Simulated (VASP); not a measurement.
Write the native input for VASP 6.6.1 that does the following.

```yaml
Task: single point
Functional: PBE
Potentials_or_basis: VASP PAW PBE potentials, release 64 (Cs_sv)
Cutoff: 520 eV
k_mesh: 9 × 9 × 9
Occupations: fermi-dirac, width 0.05 eV
Spin: no spin polarisation
Dipole_correction: no
Further_INCAR_settings: ALGO = Normal; EDIFF = 1e-06; NBANDS = 10
```

The structure of Cs lies in POSCAR:

```
Cs
1.0
   -2.9034161092      2.9034161092      2.9034161092
    2.9034161092     -2.9034161092      2.9034161092
    2.9034161092      2.9034161092     -2.9034161092
Cs
1
Direct
    0.0000000000      0.0000000000      0.0000000000
```

This cell differs from its parent crystal: volume scaled by 0.84.

These files were run (other wordings do the same):

INCAR

```
SYSTEM = Cs
ALGO     = Normal         ! electronic algorithm
EDIFF    = 1E-6           ! SCF threshold, eV
ENCUT    = 520            ! plane-wave cutoff, eV
GGA      = PE             ! functional
ISIF     = 2              ! what is computed and relaxed
ISMEAR   = -1             ! smearing method
LASPH    = .TRUE.         ! aspherical terms in the spheres
LCHARG   = .TRUE.         ! write CHGCAR
LELF     = .TRUE.         ! ELF
LREAL    = .FALSE.        ! projectors in reciprocal space
LVHAR    = .TRUE.       
LWAVE    = .FALSE.        ! write WAVECAR
NBANDS   = 10             ! bands
NELM     = 80             ! most SCF steps
PREC     = Accurate       ! precision mode
SIGMA    = 0.05           ! smearing width, eV
```

KPOINTS

```
k-points
0
G
  9 9 9
  0 0 0
```

Potentials or basis: VASP PAW PBE potentials, release 64 (Cs_sv).

Launch:

```sh
$ cat potpaw_PBE.64/Cs_sv/POTCAR > POTCAR
$ mpirun -np 1 vasp_std > vasp.out
```

Results of the run:

```
Pressure : 0.5 GPa
```

It took 33 s on 1 thread of Intel(R) Xeon(R) Platinum 8488C (Sapphire Rapids) (shared host), peak memory 0.24 GiB.
